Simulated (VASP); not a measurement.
CdSb2C, 4 atoms in the cell. The structure is tetragonal, space group P-4m2 (No. 115). The conventional cell has a = 3.833 Å, b = 3.833 Å, c = 6.604 Å, α = 90.00°, β = 90.00°, γ = 90.00°. Within 3.7 Å of Cd (site symmetry -4m2) lie 4 Sb at 2.81 Å. Within 3.0 Å of Sb (site symmetry 2mm) lie 2 C at 2.29 Å and 2 Cd at 2.81 Å. C (site symmetry -4m2) has 4 Sb at 2.29 Å within 3.0 Å. 

| Property | Result |
| --- | --- |
| Program | VASP 6.6.1 |
| Task | single point |
| Functional | r2SCAN |
| Potentials or basis | VASP PAW PBE potentials, release 64 (Cd, Sb, C) |
| Cutoff | 520 eV |
| k mesh | 6 × 6 × 4 |
| Occupations | fermi-dirac, width 0.02 eV |
| Spin | no spin polarisation |
| Dipole correction | no |
| Further INCAR settings | ALGO = Normal; EDIFF = 1e-06; NBANDS = 21 |

Potentials or basis: VASP PAW PBE potentials, release 64 (Cd, Sb, C).

Run with:

```bash
$ cat potpaw_PBE.64/Cd/POTCAR potpaw_PBE.64/Sb/POTCAR potpaw_PBE.64/C/POTCAR > POTCAR
$ cp INCAR.step1 INCAR
$ mpirun -np 1 vasp_std > vasp.out
$ cp INCAR.step2 INCAR
$ mpirun -np 1 vasp_std > vasp.out
```

Hardware: 1 thread of Intel(R) Xeon(R) 6975P-C (Granite Rapids) (shared host).

How long does it take, and how much memory?

It took 97 s on 1 thread of Intel(R) Xeon(R) 6975P-C (Granite Rapids), with other jobs on the host, peak memory 0.25 GiB. Counts: k points 30.
